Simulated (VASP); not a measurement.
# Hg (P6_3/mmc) in VASP: notebook

Runs on Hg. Level: PBE+D3(BJ). Tasks: single point.

All numbers are computed with VASP 6.6.1; they aren't measurements. Logs are shortened: lines on timing, memory, paths and dates and some standing lists are left out, and cuts for length are marked.

## (1) The cell of the first run

It takes space group P6_3/mmc (No. 194, hexagonal). The conventional cell has a = 3.655 Å, b = 3.655 Å, c = 4.924 Å, α = 90.00°, β = 90.00°, γ = 120.00°. Within 4.3 Å of Hg (site symmetry -6m2) lie 12 Hg at 3.24 to 3.65 Å.

## (2) Single point, PBE+D3(BJ)

INCAR reads:

```
SYSTEM = Hg
ALGO = Fast
EDIFF = 1E-7
ENCUT = 520
GGA = PE
ISIF = 2
ISMEAR = 0
IVDW = 12
LASPH = .TRUE.
LCHARG = .FALSE.
LREAL = .FALSE.
LWAVE = .FALSE.
NBANDS = 19
NELM = 60
PREC = Accurate
SIGMA = 0.15
```

KPOINTS reads:

```
k-points
0
G
  18 18 10
  0 0 0
```

POSCAR reads:

```
Hg
1.0
    3.6545188601      0.0000000000      0.0000000000
   -1.8272594301      3.1649061715      0.0000000000
    0.0000000000      0.0000000000      4.9240709811
Hg
2
Direct
    0.6666666667      0.3333333333      0.7500000000
    0.3333333333      0.6666666667      0.2500000000
```

Potentials or basis: VASP PAW PBE potentials, release 64 (Hg).

The run is started by

```
> cat potpaw_PBE.64/Hg/POTCAR > POTCAR
> mpirun -np 1 vasp_std > vasp.out
```

OUTCAR:

```text
SYSTEM = Hg
   EDIFF = 1E-7
   ENCUT = 520
   GGA = PE
   ISIF = 2
   ISMEAR = 0
   IVDW = 12
   LASPH = .TRUE.
   LREAL = .FALSE.
   NELM = 60
   PREC = Accurate
 IVDW          = 12

 ion  position               nearest neighbor table
   1  0.667  0.333  0.750-   2 3.24   2 3.24   2 3.24   2 3.24   2 3.24   2 3.24
   2  0.333  0.667  0.250-   1 3.24   1 3.24   1 3.24   1 3.24   1 3.24   1 3.24

  LATTYP: Found a hexagonal cell.
 ALAT       =     3.6545188601
 C/A-ratio  =     1.3473924119

  Lattice vectors:

 A1 = (   3.6545188601,   0.0000000000,   0.0000000000)
 A2 = (  -1.8272594301,   3.1649061715,   0.0000000000)
 A3 = (   0.0000000000,   0.0000000000,   4.9240709811)

Analysis of symmetry for initial positions (statically):
=====================================================================
 Subroutine PRICEL returns:
 Original cell was already a primitive cell.

 Routine SETGRP: Setting up the symmetry group for a
 hexagonal supercell.

 Subroutine GETGRP returns: Found 24 space group operations
 (whereof 12 operations were pure point group operations)
 out of a pool of 24 trial point group operations.

The static configuration has the point symmetry D_3d.
 The point group associated with its full space group is D_6h.

Analysis of symmetry for dynamics (positions and initial velocities):
=====================================================================
 Subroutine PRICEL returns:
 Original cell was already a primitive cell.

 Routine SETGRP: Setting up the symmetry group for a
 hexagonal supercell.

 Subroutine GETGRP returns: Found 24 space group operations
 (whereof 12 operations were pure point group operations)
 out of a pool of 24 trial point group operations.

The dynamic configuration has the point symmetry D_3d.
 The point group associated with its full space group is D_6h.

 Subroutine INISYM returns: Found 24 space group operations
 (whereof 12 operations are pure point group operations),
 and found     1 'primitive' translations

----------------------------------------------------------------------------------------

                                     Primitive cell

  volume of cell :      56.9528

  direct lattice vectors                    reciprocal lattice vectors
     3.654518860  0.000000000  0.000000000     0.273633832  0.157982567  0.000000000
    -1.827259430  3.164906172  0.000000000     0.000000000  0.315965133  0.000000000
     0.000000000  0.000000000  4.924070981     0.000000000  0.000000000  0.203083994

  length of vectors
[... 81 lines left out ...]
   NELM   =     60;   NELMIN=  2; NELMDL= -5     # of ELM steps
   EDIFF  = 0.1E-06   stopping-criterion for ELM
   LREAL  =      F    real-space projection
   EDIFFG = 0.1E-05   stopping-criterion for IOM
   NSW    =      0    number of steps for IOM
   IBRION =     -1    ionic relax: 0-MD 1-quasi-New 2-CG
   NFREE  =      0    steps in history (QN), initial steepest desc. (CG)
   ISIF   =      2    stress and relaxation
   ISYM   =      2    0-nonsym 1-usesym 2-fastsym
   POTIM  = 0.5000    time-step for ionic-motion
   TEBEG  =    0.0;   TEEND  =   0.0 temperature during run
   PSTRESS=    0.0 pullay stress
   NELECT =      24.0000    total number of electrons
   NUPDOWN=      -1.0000    fix difference up-down
   EMIN   =  10.00;   EMAX   =-10.00  energy-range for DOS
   EFERMI =   0.00;   METHOD = LEGACY
   ISMEAR =     0;   SIGMA  =   0.15  broadening in eV -4-tet -1-fermi 0-gaus
   EFERMI_NEDOS =   21; number of points for ismear=-14 and -15
   IALGO  =     68    algorithm
   IMIX   =      4    mixing-type and parameters
     AMIX     =   0.40;   BMIX     =  1.00
     AMIX_MAG =   1.60;   BMIX_MAG =  1.00
  volume/ion in A,a.u.               =      28.48       192.17
  Fermi-wavevector in a.u.,A,eV,Ry     =   1.227364  2.319382 20.496128  1.506423
  Thomas-Fermi vector in A             =   2.362330
   LORBIT       =      0    0 simple, 1 ext, 2 COOP (PROOUT), +10 PAW based schemes
   GGA     = PE    functional components
   LHFCALC =     F    Hartree Fock is set to
   AEXX    =    0.0000 exact exchange contribution
   IVDW    =    12    specifies the selected vdW correction
   LEPSILON=     F    determine dielectric tensor
   LRPA    =     F    only Hartree local field effects (RPA)
 non-spin polarized calculation
 RMM-DIIS sequential band-by-band and
 Gauss-broadening in eV      SIGMA  =   0.15
  energy-cutoff  :      520.00
  volume of cell :       56.95
 maximum number of plane-waves:      1560
 NGX is ok and might be reduce to    28
   NGX = 13   NGY = 13   NGZ = 19

 number of electron      23.9999998 magnetization

 Free energy of the ion-electron system (eV)
  ---------------------------------------------------
  ext. energy  EPLUGINS =         0.00000000
  ---------------------------------------------------
  free energy    TOTEN  =        -0.34116815 eV

  energy without entropy =       -0.33579756  energy(sigma->0) =       -0.33848286

 E-fermi :   1.4346     XC(G=0):  -9.8200

 val. band max:        1.4222226319   @ k =   0.5000   0.0000   0.5000
 cond. band min:       1.4397355331   @ k =   0.0556   0.0556   0.0000
 fundamental gap:      0.0175129011
 Fermi energy:         1.4346221262

 k-point     1 :       0.0000    0.0000    0.0000
  band No.  band energies     occupation
      1      -6.3016      2.00000
      2      -5.6691      2.00000
      3      -5.1296      2.00000
      4      -5.1296      2.00000
      5      -5.0403      2.00000
      6      -5.0403      2.00000
[... 505 lines left out ...]
      6      -4.7427      2.00000
[... 11 lines left out ...]
     18      11.3300      0.00000
     19      12.3092      0.00000

 [... further k-points ...]

------------------------ aborting loop because EDIFF is reached ----------------------------------------

 Edisp (eV)   -0.73694

 E8    (eV) :    -0.3354

  FORCE on cell =-STRESS in cart. coord.  units (eV):
  Direction    XX          YY          ZZ          XY          YZ          ZX
  --------------------------------------------------------------------------------------
  -------------------------------------------------------------------------------------
  Total      -0.47462    -0.47462    -0.43215     0.00000     0.00000     0.00000
  in kB     -13.35196   -13.35196   -12.15707     0.00000     0.00000     0.00000
  external pressure =      -12.95 kB  Pullay stress =        0.00 kB

 VOLUME and BASIS-vectors are now :
 -----------------------------------------------------------------------------
  energy-cutoff  :      520.00
  volume of cell :       56.95
      direct lattice vectors                 reciprocal lattice vectors
     3.654518860  0.000000000  0.000000000     0.273633832  0.157982567  0.000000000
    -1.827259430  3.164906172  0.000000000     0.000000000  0.315965133  0.000000000
     0.000000000  0.000000000  4.924070981     0.000000000  0.000000000  0.203083994

 POSITION                                       TOTAL-FORCE (eV/Angst)
 -----------------------------------------------------------------------------------
      1.82726      1.05497      3.69305        -0.000000      0.000000      0.000000
     -0.00000      2.10994      1.23102         0.000000     -0.000000      0.000000
 -----------------------------------------------------------------------------------
    total drift:                               -0.000000      0.000000     -0.000000

  FREE ENERGIE OF THE ION-ELECTRON SYSTEM (eV)
  ---------------------------------------------------
  free  energy   TOTEN  =        -1.0781091106 eV

  energy  without entropy=       -1.0727385235  energy(sigma->0) =       -1.07542382
```

OSZICAR:

```text
N       E                     dE             d eps       ncg     rms          rms(c)
DAV:   1     0.175912377700E+03    0.17591E+03   -0.12196E+04  8436   0.119E+03
DAV:   2     0.406364418311E+01   -0.17185E+03   -0.16357E+03  8799   0.306E+02
DAV:   3    -0.366339265735E+00   -0.44300E+01   -0.44145E+01  9654   0.536E+01
DAV:   4    -0.374537727796E+00   -0.81985E-02   -0.81974E-02  8983   0.229E+00
DAV:   5    -0.374553069184E+00   -0.15341E-04   -0.15341E-04  9230   0.930E-02    0.304E+00
RMM:   6    -0.342171364905E+00    0.32382E-01   -0.77939E-02  8488   0.229E+00    0.241E+00
RMM:   7    -0.340889527696E+00    0.12818E-02   -0.14411E-02  8722   0.794E-01    0.104E+00
RMM:   8    -0.341112327596E+00   -0.22280E-03   -0.18703E-03  8793   0.518E-01    0.586E-02
RMM:   9    -0.341152907597E+00   -0.40580E-04   -0.19411E-04  9148   0.114E-01    0.365E-02
RMM:  10    -0.341168459250E+00   -0.15552E-04   -0.50140E-05  8953   0.799E-02    0.864E-03
RMM:  11    -0.341168059855E+00    0.39939E-06   -0.28463E-06  9391   0.147E-02    0.200E-03
RMM:  12    -0.341168150066E+00   -0.90211E-07   -0.19500E-07  7217   0.446E-03
   1 F= -.10781091E+01 E0= -.10754238E+01  d E =-.537059E-02
```

stdout:

```text
POSCAR found type information on POSCAR Hg
 POSCAR found :  1 types and       2 ions
 scaLAPACK will be used
 LDA part: xc-table for (Slater+PW92), standard interpolation
 POSCAR, INCAR and KPOINTS ok, starting setup
 FFT: planning ... GRIDC
 FFT: planning ... GRID_SOFT
 FFT: planning ... GRID
 WAVECAR not read
 entering main loop
```

It took 3.8 min on 1 thread of Intel Xeon Platinum 8375C at 2.90GHz (Ice Lake), shared host; peak memory 0.32 GiB.

What came out:

- Free energy: -1.0781 eV
- Pressure: -1.3 GPa
- Band gap on the k mesh: zero (bands 12 and 13 overlap by 0.65 eV)
- Dispersion energy per atom: -0.368 eV

Levels at points of the mesh, in eV from the Fermi level:
```tsv
k point	band 9	band 10	band 11	band 12	band 13	band 14	band 15	band 16
(0.00, 0.00, 0.00)	-6.15	-5.72	-5.72	-0.04	0.09	8.74	8.74	11.19
(0.50, 0.00, 0.00)	-5.82	-5.54	-3.30	-2.57	3.17	4.24	4.32	4.84
(0.00, 0.00, 0.50)	-5.85	-5.85	-5.66	-5.66	8.86	8.86	10.06	10.06
(0.50, 0.00, 0.50)	-5.83	-5.83	-1.83	-1.83	-0.01	-0.01	7.31	7.31
```

Caveat: spin-orbit coupling is left out, which moves the levels of the heavy elements.

[end of part 1 of 2]
